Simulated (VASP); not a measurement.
# YSi27C26 (a cell with a defect) in VASP: single point with PBE

Aim: the single point of YSi27C26 (a cell with a defect) with PBE.

Program: VASP 6.6.1. These are calculated values, not measurements. Logs are shortened: lines on timing, memory, paths and dates and some standing lists are left out, and cuts for length are marked.

### 1 The cell of the first run

The cell holds a defect, 54 atoms: a = 9.245 Å, b = 9.245 Å, c = 9.245 Å, α = 60.00°, β = 60.00°, γ = 60.00°.

### 2 Single point, PBE

INCAR reads:

```
SYSTEM = YSi27C26
PREC = Accurate
ENCUT = 520
EDIFF = 1E-6
ISMEAR = -1
SIGMA = 0.01
LREAL = Auto
LASPH = .True.
NELM = 80
ALGO = Normal
ISIF = 2
LWAVE = .False.
LCHARG = .True.
GGA = PE
LELF = .True.
LVHAR = .True.
NBANDS = 144
NELECT = 224.0
```

KPOINTS reads:

```
Automatic mesh
0
Gamma
  3 3 3
  0 0 0
```

POSCAR reads:

```
YSi27C26
1.0
    0.0000000000      6.5370000000      6.5370000000
    6.5370000000      0.0000000000      6.5370000000
    6.5370000000      6.5370000000      0.0000000000
Si Y C
27 1 26
Direct
   -0.0334987432     -0.0334987432     -0.0334987432
   -0.0334987432     -0.0334987432      0.4338295630
   -0.0028863248     -0.0028863248      0.6695529915
   -0.0334987432      0.4338295630     -0.0334987432
   -0.0008167572      0.3342278393      0.3342278393
   -0.0008167572      0.3342278393      0.6656944119
   -0.0028863248      0.6695529915     -0.0028863248
   -0.0008167572      0.6656944119      0.3342278393
   -0.0028863248      0.6695529915      0.6695529915
    0.4338295630     -0.0334987432     -0.0334987432
    0.3342278393     -0.0008167572      0.3342278393
    0.3342278393     -0.0008167572      0.6656944119
    0.3342278393      0.3342278393     -0.0008167572
    0.3333333333      0.3333333333      0.3333333333
    0.3342278393      0.3342278393      0.6656944119
    0.3342278393      0.6656944119     -0.0008167572
    0.3342278393      0.6656944119      0.3342278393
    0.3341885381      0.6663815984      0.6663815984
    0.6695529915     -0.0028863248     -0.0028863248
    0.6656944119     -0.0008167572      0.3342278393
    0.6695529915     -0.0028863248      0.6695529915
    0.6656944119      0.3342278393     -0.0008167572
    0.6656944119      0.3342278393      0.3342278393
    0.6663815984      0.3341885381      0.6663815984
    0.6695529915      0.6695529915     -0.0028863248
    0.6663815984      0.6663815984      0.3341885381
    0.6663815984      0.6663815984      0.6663815984
    0.0833333333      0.0833333333      0.0833333333
    0.0875359787      0.0875359787      0.4150059058
    0.0875359787      0.0875359787      0.7432554702
    0.0875359787      0.4150059058      0.0875359787
    0.0833070768      0.4166754188      0.4166754188
    0.0875359787      0.4150059058      0.7432554702
    0.0875359787      0.7432554702      0.0875359787
    0.0875359787      0.7432554702      0.4150059058
    0.0898757210      0.7478192041      0.7478192041
    0.4150059058      0.0875359787      0.0875359787
    0.4166754188      0.0833070768      0.4166754188
    0.4150059058      0.0875359787      0.7432554702
    0.4166754188      0.4166754188      0.0833070768
    0.4166754188      0.4166754188      0.4166754188
    0.4168065366      0.4168065366      0.7498601301
    0.4150059058      0.7432554702      0.0875359787
    0.4168065366      0.7498601301      0.4168065366
    0.4168065366      0.7498601301      0.7498601301
    0.7432554702      0.0875359787      0.0875359787
    0.7432554702      0.0875359787      0.4150059058
    0.7478192041      0.0898757210      0.7478192041
    0.7432554702      0.4150059058      0.0875359787
    0.7498601301      0.4168065366      0.4168065366
    0.7498601301      0.4168065366      0.7498601301
    0.7478192041      0.7478192041      0.0898757210
    0.7498601301      0.7498601301      0.4168065366
    0.7478192041      0.7478192041      0.7478192041
```

Potentials or basis: VASP PAW PBE potentials, release 64 (Si, Y_sv, C).

Launch:

```sh
> cat potpaw_PBE.64/Si/POTCAR potpaw_PBE.64/Y_sv/POTCAR potpaw_PBE.64/C/POTCAR > POTCAR
> mpirun -np 1 vasp_std > vasp.out
```

OUTCAR:

```text
SYSTEM = YSi27C26
   PREC = Accurate
   ENCUT = 520
   EDIFF = 1E-6
   ISMEAR = -1
   LREAL = Auto
   LASPH = .True.
   NELM = 80
   ISIF = 2
   GGA = PE
   NELECT = 224.0

 ion  position               nearest neighbor table
   1  0.967  0.967  0.967-  30 1.84  34 1.84  46 1.84   3 2.49  19 2.49   7 2.49  28 2.65
   2  0.967  0.967  0.434-  29 1.84  35 1.84  47 1.84   3 2.49  21 2.49   9 2.49  28 2.65
   3  0.997  0.997  0.670-  36 1.88  48 1.88  29 1.92  30 1.92   2 2.49   1 2.49   7 3.03   9 3.03
                            19 3.03  21 3.03  18 3.09  24 3.09   6 3.11  12 3.11  11 3.11   5 3.11
   4  0.967  0.434  0.967-  31 1.84  33 1.84  49 1.84   7 2.49  25 2.49   9 2.49  28 2.65
   5  0.999  0.334  0.334-  29 1.86  31 1.86  32 1.88  50 1.88   6 3.06   8 3.06  24 3.07  26 3.07
                            14 3.08  23 3.08  11 3.10  13 3.10   7 3.11   3 3.11  28 3.62
   6  0.999  0.334  0.666-  30 1.86  33 1.86  32 1.88  51 1.88   5 3.06   8 3.06  24 3.07  27 3.07
                            14 3.08  22 3.08  15 3.10  12 3.10   3 3.11   9 3.11  28 3.62
   7  0.997  0.670  0.997-  36 1.88  52 1.88  31 1.92  34 1.92   4 2.49   1 2.49   3 3.03   9 3.03
                            19 3.03  25 3.03  18 3.09  26 3.09   8 3.11  16 3.11   5 3.11  13 3.11
   8  0.999  0.666  0.334-  34 1.86  35 1.86  32 1.88  53 1.88   5 3.06   6 3.06  26 3.07  27 3.07
                            14 3.08  20 3.08  17 3.10  16 3.10   7 3.11   9 3.11  28 3.62
   9  0.997  0.670  0.670-  36 1.88  54 1.88  33 1.92  35 1.92   2 2.49   4 2.49   3 3.03   7 3.03
                            21 3.03  25 3.03  18 3.09  27 3.09  15 3.11  17 3.11   6 3.11   8 3.11
  10  0.434  0.967  0.967-  37 1.84  39 1.84  43 1.84  19 2.49  25 2.49  21 2.49  28 2.65
  11  0.334  0.999  0.334-  29 1.86  37 1.86  38 1.88  44 1.88  12 3.06  20 3.06  18 3.07  26 3.07
[... 47 lines left out ...]
  41  0.417  0.417  0.417-  15 1.88  17 1.88  23 1.88  14 1.89
  42  0.417  0.417  0.750-  13 1.88  15 1.88  18 1.88  24 1.88
  43  0.415  0.743  0.088-  10 1.84  17 1.86  16 1.86  25 1.92  28 3.11
  44  0.417  0.750  0.417-  11 1.88  17 1.88  18 1.88  26 1.88
  45  0.417  0.750  0.750-  16 1.88  12 1.88  27 1.88  18 1.88
  46  0.743  0.088  0.088-   1 1.84  22 1.86  20 1.86  19 1.92  28 3.11
  47  0.743  0.088  0.415-   2 1.84  23 1.86  20 1.86  21 1.92  28 3.11
  48  0.748  0.090  0.748-  24 1.84  21 1.88   3 1.88  19 1.88
  49  0.743  0.415  0.088-   4 1.84  23 1.86  22 1.86  25 1.92  28 3.11
  50  0.750  0.417  0.417-   5 1.88  23 1.88  24 1.88  26 1.88
  51  0.750  0.417  0.750-  22 1.88   6 1.88  27 1.88  24 1.88
  52  0.748  0.748  0.090-  26 1.84  25 1.88   7 1.88  19 1.88
  53  0.750  0.750  0.417-   8 1.88  20 1.88  27 1.88  26 1.88
  54  0.748  0.748  0.748-  27 1.84  21 1.88  25 1.88   9 1.88

  LATTYP: Found a face centered cubic cell.
 ALAT       =    13.0740000000

  Lattice vectors:

 A1 = (   0.0000000000,   6.5370000000,   6.5370000000)
 A2 = (   6.5370000000,   0.0000000000,   6.5370000000)
 A3 = (   6.5370000000,   6.5370000000,   0.0000000000)

Analysis of symmetry for initial positions (statically):
=====================================================================
 Subroutine PRICEL returns:
 Original cell was already a primitive cell.

 Routine SETGRP: Setting up the symmetry group for a
 face centered cubic supercell.

 Subroutine GETGRP returns: Found 24 space group operations
 (whereof  6 operations were pure point group operations)
 out of a pool of 48 trial point group operations.

The static configuration has the point symmetry C_3v.
 The point group associated with its full space group is T_d .

Analysis of symmetry for dynamics (positions and initial velocities):
=====================================================================
 Subroutine PRICEL returns:
 Original cell was already a primitive cell.

 Routine SETGRP: Setting up the symmetry group for a
 face centered cubic supercell.

 Subroutine GETGRP returns: Found 24 space group operations
 (whereof  6 operations were pure point group operations)
 out of a pool of 48 trial point group operations.

The dynamic configuration has the point symmetry C_3v.
 The point group associated with its full space group is T_d .

 Subroutine INISYM returns: Found 24 space group operations
 (whereof  6 operations are pure point group operations),
 and found     1 'primitive' translations

----------------------------------------------------------------------------------------

                                     Primitive cell

  volume of cell :     558.6830

  direct lattice vectors                    reciprocal lattice vectors
[... 131 lines left out ...]
    -0.025495895  0.025495895  0.025495895     0.333333333  0.000000000  0.000000000
     0.025495895 -0.025495895  0.025495895     0.000000000  0.333333333  0.000000000
     0.025495895  0.025495895 -0.025495895     0.000000000  0.000000000  0.333333333

  Length of vectors
     0.044160186  0.044160186  0.044160186

  Shift w.r.t. Gamma in fractional coordinates (k-lattice)
     0.000000000  0.000000000  0.000000000

 Subroutine IBZKPT returns following result:
 ===========================================

 Found      4 irreducible k-points:

 Following reciprocal coordinates:
            Coordinates               Weight
  0.000000  0.000000  0.000000      1.000000
  0.333333  0.000000  0.000000      8.000000
  0.333333  0.333333  0.000000      6.000000
 -0.333333  0.333333  0.000000     12.000000
   k-points           NKPTS =      4   k-points in BZ     NKDIM =      4   number of bands    NBANDS=    144
   number of dos      NEDOS =    301   number of ions     NIONS =     54
   total plane-waves  NPLWV = 343000
   dimension x,y,z NGX =    70 NGY =   70 NGZ =   70
   dimension x,y,z NGXF=   140 NGYF=  140 NGZF=  140
   ions per type =              27   1  26
   NGX,Y,Z   is equivalent  to a cutoff of  12.59, 12.59, 12.59 a.u.
   NGXF,Y,Z  is equivalent  to a cutoff of  25.18, 25.18, 25.18 a.u.
 SYSTEM =  YSi27C26
   PREC   = accura    normal or accurate (medium, high low for compatibility)
   ISTART =      0    job   : 0-new  1-cont  2-samecut
   ICHARG =      2    charge: 1-file 2-atom 10-const
   ISPIN  =      1    spin polarized calculation?
   LNONCOLLINEAR =      F non collinear calculations
   LSORBIT =      F    spin-orbit coupling
   LASPH  =      T    aspherical Exc in radial PAW
   ENCUT  =  520.0 eV  38.22 Ry    6.18 a.u.  17.19 17.19 17.19*2*pi/ulx,y,z
   NELM   =     80;   NELMIN=  2; NELMDL= -5     # of ELM steps
   EDIFF  = 0.1E-05   stopping-criterion for ELM
   LREAL  =      T    real-space projection
   EDIFFG = 0.1E-04   stopping-criterion for IOM
   NSW    =      0    number of steps for IOM
   IBRION =     -1    ionic relax: 0-MD 1-quasi-New 2-CG
   NFREE  =      0    steps in history (QN), initial steepest desc. (CG)
   ISIF   =      2    stress and relaxation
   ISYM   =      2    0-nonsym 1-usesym 2-fastsym
   POTIM  = 0.5000    time-step for ionic-motion
   TEBEG  =    0.0;   TEEND  =   0.0 temperature during run
   PSTRESS=    0.0 pullay stress
   NELECT =     224.0000    total number of electrons
   NUPDOWN=      -1.0000    fix difference up-down
   EMIN   =  10.00;   EMAX   =-10.00  energy-range for DOS
   EFERMI =   0.00;   METHOD = LEGACY
   ISMEAR =    -1;   SIGMA  =   0.01  broadening in eV -4-tet -1-fermi 0-gaus
   EFERMI_NEDOS =   21; number of points for ismear=-14 and -15
   IALGO  =     38    algorithm
   IMIX   =      4    mixing-type and parameters
     AMIX     =   0.40;   BMIX     =  1.00
     AMIX_MAG =   1.60;   BMIX_MAG =  1.00
  volume/ion in A,a.u.               =      10.35        69.82
  Fermi-wavevector in a.u.,A,eV,Ry     =   1.207172  2.281224 19.827271  1.457263
  Thomas-Fermi vector in A             =   2.342817
   LORBIT       =      0    0 simple, 1 ext, 2 COOP (PROOUT), +10 PAW based schemes
   GGA     = PE    functional components
   LHFCALC =     F    Hartree Fock is set to
   AEXX    =    0.0000 exact exchange contribution
   IVDW    =     0    specifies the selected vdW correction
   LEPSILON=     F    determine dielectric tensor
   LRPA    =     F    only Hartree local field effects (RPA)
 non-spin polarized calculation
  energy-cutoff  :      520.00
  volume of cell :      558.68
 maximum number of plane-waves:     15070
 NGX is ok and might be reduce to    70
   NGX = 35   NGY = 35   NGZ = 35

 number of electron     224.0000000 magnetization

 Free energy of the ion-electron system (eV)
  ---------------------------------------------------
  ext. energy  EPLUGINS =         0.00000000
  ---------------------------------------------------
  free energy    TOTEN  =      -382.54152547 eV

  energy without entropy =     -382.54152547  energy(sigma->0) =     -382.54152547

 E-fermi :  10.3156     XC(G=0): -11.4954

 val. band max:       10.0681776106   @ k =   0.3333   0.3333   0.0000
 cond. band min:      10.5656918386   @ k =   0.0000   0.0000   0.0000
 fundamental gap:      0.4975142279
 Fermi energy:        10.3156036876

 k-point     1 :       0.0000    0.0000    0.0000
  band No.  band energies     occupation
      1     -33.3257      2.00000
      2     -13.4932      2.00000
      3     -13.4932      2.00000
      4     -13.4932      2.00000
      5      -7.3156      2.00000
      6      -5.4546      2.00000
[... 497 lines left out ...]
    123      12.7527      0.00000
    124      12.9000      0.00000
 [bands above 124 left out]

------------------------ aborting loop because EDIFF is reached ----------------------------------------

  FORCE on cell =-STRESS in cart. coord.  units (eV):
  Direction    XX          YY          ZZ          XY          YZ          ZX
  --------------------------------------------------------------------------------------
  -------------------------------------------------------------------------------------
  Total       47.4796922     47.4796922     47.4796922     -0.0000000     -0.0000000      0.0000000
  in kB      136.1610922    136.1610922    136.1610922     -0.0000000     -0.0000000      0.0000000
  external PRESSURE =     136.1610922 kB  Pullay stress =       0.0000000 kB

 VOLUME and BASIS-vectors are now :
 -----------------------------------------------------------------------------
  energy-cutoff  :      520.00
  volume of cell :      558.68
      direct lattice vectors                 reciprocal lattice vectors
     0.000000000  6.537000000  6.537000000    -0.076487685  0.076487685  0.076487685
     6.537000000  0.000000000  6.537000000     0.076487685 -0.076487685  0.076487685
     6.537000000  6.537000000  0.000000000     0.076487685  0.076487685 -0.076487685

 POSITION                                       TOTAL-FORCE (eV/Angst)
 -----------------------------------------------------------------------------------
     12.63604     12.63604     12.63604         0.015124      0.015124      0.015124
      9.15396      9.15396     12.63604        -0.015124     -0.015124      0.015124
     10.89500     10.89500     13.03626         0.000000     -0.000000      0.004032
      9.15396     12.63604      9.15396        -0.015124      0.015124     -0.015124
      4.36969      8.71651      8.71651         0.002099     -0.000641     -0.000641
      6.53649     10.88331      8.71651         0.000641     -0.002099     -0.000641
[... 46 lines left out ...]
      7.62650      7.62650      9.80367         0.000000      0.000000      0.015489
      9.77699      9.77699      9.77699         0.010347      0.010347      0.010347
 -----------------------------------------------------------------------------------
    total drift:                                0.000033      0.000033      0.000034

  FREE ENERGIE OF THE ION-ELECTRON SYSTEM (eV)
  ---------------------------------------------------
  free  energy   TOTEN  =      -382.5415254660 eV

  energy  without entropy=     -382.5415254659  energy(sigma->0) =     -382.54152547
```

Run time: 12 min. Hardware: 1 thread of Intel Xeon Platinum 8375C at 2.90GHz (Ice Lake), shared host; peak memory 0.81 GiB.

Results:

| Item | Value |
| --- | --- |
| Free energy | -382.5415 eV |
| Largest force | 0.026 eV/Å |

Forces in eV/Å, atoms in the order of the input:
```
Si   0.015  0.015  0.015
Si  -0.015 -0.015  0.015
Si   0.000  0.000  0.004
Si  -0.015  0.015 -0.015
Si   0.002 -0.001 -0.001
Si   0.001 -0.002 -0.001
Si   0.000  0.004  0.000
Si   0.001 -0.001 -0.002
Si  -0.004  0.000  0.000
Si   0.015 -0.015 -0.015
Si  -0.001  0.002 -0.001
Si  -0.002  0.001 -0.001
Si  -0.001 -0.001  0.002
Si   0.000  0.000  0.000
Si   0.001  0.001  0.002
Si  -0.002 -0.001  0.001
Si   0.001  0.002  0.001
Si  -0.011  0.011  0.011
Si   0.004  0.000  0.000
Si  -0.001  0.001 -0.002
Si   0.000 -0.004  0.000
Si  -0.001 -0.002  0.001
Si   0.002  0.001  0.001
Si   0.011 -0.011  0.011
Si   0.000  0.000 -0.004
Si   0.011  0.011 -0.011
Si  -0.011 -0.011 -0.011
Y    0.000  0.000  0.000
C   -0.005 -0.005 -0.001
C    0.005  0.005 -0.001
C   -0.005 -0.001 -0.005
C    0.006 -0.006 -0.006
C    0.001  0.005 -0.005
C    0.005 -0.001  0.005
C    0.001 -0.005  0.005
C    0.010 -0.010 -0.010
C   -0.001 -0.005 -0.005
C   -0.006  0.006 -0.006
C    0.005  0.001 -0.005
C   -0.006 -0.006  0.006
C    0.006  0.006  0.006
C    0.000  0.000 -0.015
C    0.005 -0.005  0.001
C    0.000 -0.015  0.000
C    0.015  0.000  0.000
C   -0.001  0.005  0.005
C   -0.005  0.001  0.005
C   -0.010  0.010 -0.010
C   -0.005  0.005  0.001
C   -0.015  0.000  0.000
C    0.000  0.015  0.000
C   -0.010 -0.010  0.010
C    0.000  0.000  0.015
C    0.010  0.010  0.010
```

Levels at points of the mesh, in eV from the Fermi level:
| k point | band 109 | band 110 | band 111 | band 112 | band 113 | band 114 | band 115 | band 116 |
| --- | --- | --- | --- | --- | --- | --- | --- | --- |
| (0.00, 0.00, 0.00) | -1.45 | -1.08 | -1.08 | -1.08 | 0.25 | 0.25 | 0.43 | 0.43 |

Caveat: the cell carries a net charge on a neutralising background, which shifts energy and pressure; the cell is charged against a uniform background, so pressure and absolute levels hang on convention.
